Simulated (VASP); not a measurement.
Co3C: single point with PBEsol

System: Co3C, a slab with vacuum.

```xyz
4
Lattice="2.4564 0.0000 0.0000 -1.2282 2.1273 0.0000 0.0000 0.0000 22.9694" Properties=species:S:1:pos:R:3 pbc="T T T"
Co    0.0000    1.4182    8.5000
Co    1.2282    0.7091   10.4543
Co    0.0000    1.4182   12.4084
C     0.0000    2.8364   13.4889
```

- Program: VASP 6.6.1
- Task: single point
- Functional: PBEsol
- Potentials or basis: VASP PAW PBE potentials, release 64 (Co, C)
- Cutoff: 520 eV
- k mesh: 12 × 12 × 1
- Occupations: gaussian, width 0.1 eV
- Spin: collinear spin, ferromagnetic start
- Starting moments: [1.94, 1.89, 1.94, 2.0] μB
- Dipole correction: yes
- Further INCAR settings: ALGO = Normal; EDIFF = 1e-07; NBANDS = 28

- Largest force: 1.404 eV/Å
- Net moment: 3.89 μB per cell
- Site moments: Co +1.71, +1.62, +0.39; C +0.10 μB
- Valence electrons inside the program's atomic spheres: Co 8.19, 8.40, 9.16; C 2.30

Forces on the atoms (eV/Å):
```
Co   0.000  0.000  0.277
Co   0.000  0.000 -1.404
Co   0.000  0.000  0.977
C    0.000  0.000  0.150
```

Levels at points of the mesh, in eV from the Fermi level:
Spin up:
| k point | band 15 | band 16 | band 17 | band 18 | band 19 | band 20 | band 21 | band 22 |
| --- | --- | --- | --- | --- | --- | --- | --- | --- |
| (0.00, 0.00, 0.00) | -1.39 | -1.39 | -0.93 | -0.93 | -0.64 | 0.32 | 5.04 | 5.45 |
| (0.50, 0.00, 0.00) | -0.57 | -0.49 | -0.42 | 0.33 | 1.44 | 2.84 | 3.98 | 7.09 |
Spin down:
```
           k point  band 11  band 12  band 13  band 14  band 15  band 16
(0.00, 0.00, 0.00)    -1.00    -1.00    -0.83    -0.83    -0.26     0.33
(0.50, 0.00, 0.00)    -0.75    -0.21     0.20     0.40     0.75     1.17
```

Run time: 11 min on 1 thread of Intel Xeon 8259CL, on a shared host, peak memory 0.33 GiB.

Caveat: the PAW data sets were made with another functional, which shifts forces and pressure a little.
